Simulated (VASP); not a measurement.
## O: relaxation of the atoms with PBE

Crystal: O.

```
O
1.0
     1.70845    0.96703    3.73200
    -1.70845    0.96703    3.73200
     0.00000   -1.93406    3.73200
O
2
Direct
  0.05461 0.05461 0.05461
  0.94539 0.94539 0.94539
```

```
Program                : VASP 6.6.1
Task                   : relaxation of the atoms
Functional             : PBE
Potentials or basis    : VASP PAW PBE potentials, release 64 (O)
Cutoff                 : 520 eV
k mesh                 : 9 × 9 × 9
Occupations            : fermi-dirac, width 0.05 eV
Spin                   : no spin polarisation
Dipole correction      : no
Further INCAR settings : ALGO = Normal; EDIFF = 1e-06; IBRION = 2; EDIFFG = -0.01; NSW = 60
```

The energy gained by relaxing is 1.9 meV/atom, the ionic steps are 3 and the pressure after relaxing is -2.5 GPa. The largest force after relaxing is 0.009 eV/Å. The band gap on the k mesh is zero (band 6 reaches -1.89 eV, above the bottom of band 7 at -2.37 eV).

Forces on the atoms (eV/Å):
```
O    0.000  0.003 -0.009
O    0.000 -0.003  0.009
```

Stress tensor (GPa, compression positive):
```
-3.23  0.00  0.00
 0.00 -3.52 -0.01
 0.00 -0.01 -0.62
```

Step by step:
| step | energy change (eV) | largest force (eV/Å) | pressure (GPa) |
| --- | --- | --- | --- |
| 1 | 0.0000 | 0.7528 | -1.11 |
| 2 | 0.1138 | 3.4939 | -8.91 |
| 3 | -0.0038 | 0.0092 | -2.46 |

Final structure:
```
O
1.0
     1.70845    0.96703    3.73200
    -1.70845    0.96703    3.73200
     0.00000   -1.93406    3.73200
O
2
Direct
  0.05508 0.05508 0.05507
  0.94492 0.94492 0.94493
```

Levels at points of the mesh, in eV from the Fermi level:
| k point | band 4 | band 5 | band 6 | band 7 | band 8 | band 9 |
| --- | --- | --- | --- | --- | --- | --- |
| (0.00, 0.00, 0.00) | -6.16 | -6.14 | 0.19 | 0.21 | 6.44 | 10.02 |

Wall time 3.9 min on 1 × NVIDIA H100 80GB with 1 thread of AMD EPYC 7R13 Processor (Zen 3) (shared host), peak memory 1.2 GiB.

Caveat: the standard files for N, O and F lose accuracy on very short bonds; spin is off for a triplet molecule.
